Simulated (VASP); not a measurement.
Here is a VASP 6.6.1 calculation.

INCAR

```
SYSTEM = Pd
PREC = Accurate
ENCUT = 520
EDIFF = 1E-6
ISMEAR = -1
SIGMA = 0.05
LREAL = .FALSE.
LASPH = .TRUE.
NELM = 100
ALGO = Fast
ISIF = 2
LWAVE = .FALSE.
LCHARG = .FALSE.
GGA = PE
NBANDS = 11
```

KPOINTS

```
regular mesh
0
G
  10 10 10
  0 0 0
```

POSCAR

```
Pd
1.0
    0.0000000000      1.9659650000      1.9465000000
    1.9659650000      0.0000000000      1.9465000000
    1.9659650000      1.9659650000      0.0000000000
Pd
1
Direct
    0.0000000000      0.0000000000      0.0000000000
```

Potentials or basis: VASP PAW PBE potentials, release 64 (Pd).

The run is started by

```sh
$ cat potpaw_PBE.64/Pd/POTCAR > POTCAR
$ mpirun -np 1 vasp_std > vasp.out
```

Predict the pressure.

2.8 GPa.

Estimate the band gap on the k mesh.

zero (band 5 reaches 9.76 eV, above the bottom of band 6 at 8.26 eV).

Stress tensor (GPa, compression positive):
```
2.60 0.00 0.00
0.00 2.60 0.00
0.00 0.00 3.15
```
